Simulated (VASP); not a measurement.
Si3Br, 4 atoms in the cell. The structure is cubic, space group Fm-3m (No. 225). Conventional cell: a = 6.589 Å, b = 6.589 Å, c = 6.589 Å, α = 90.00°, β = 90.00°, γ = 90.00°. Within 3.8 Å of Si (site symmetry -43m) lie 10 Si at 2.85 to 3.29 Å and 4 Br at 2.85 Å. Si (site symmetry m-3m) has 8 Si at 2.85 Å and 6 Br at 3.29 Å within 3.8 Å. Br (site symmetry m-3m) has 14 Si at 2.85 to 3.29 Å within 3.8 Å. The cell was generated, and may not be a known phase.

* Program: VASP 6.6.1
* Task: single point
* Functional: PBE
* Potentials or basis: VASP PAW PBE potentials, release 64 (Si, Br)
* Cutoff: 520 eV
* k mesh: 12 × 12 × 12
* Occupations: gaussian, width 0.1 eV
* Spin: no spin polarisation
* Dipole correction: no
* Further INCAR settings: ALGO = Normal; EDIFF = 1e-07; NBANDS = 18

Potentials or basis: VASP PAW PBE potentials, release 64 (Si, Br).

Launch:

```bash
$ cat potpaw_PBE.64/Si/POTCAR potpaw_PBE.64/Br/POTCAR > POTCAR
$ mpirun -np 1 vasp_std > vasp.out
```

Hardware: 1 thread of Intel Xeon 8259CL, on a shared host.

Q: Estimate the wall time of this run.

A: It took 2.1 min on 1 thread of Intel Xeon 8259CL, on a shared host, peak memory 0.25 GiB. Counts: scf iterations 14, k points 72.
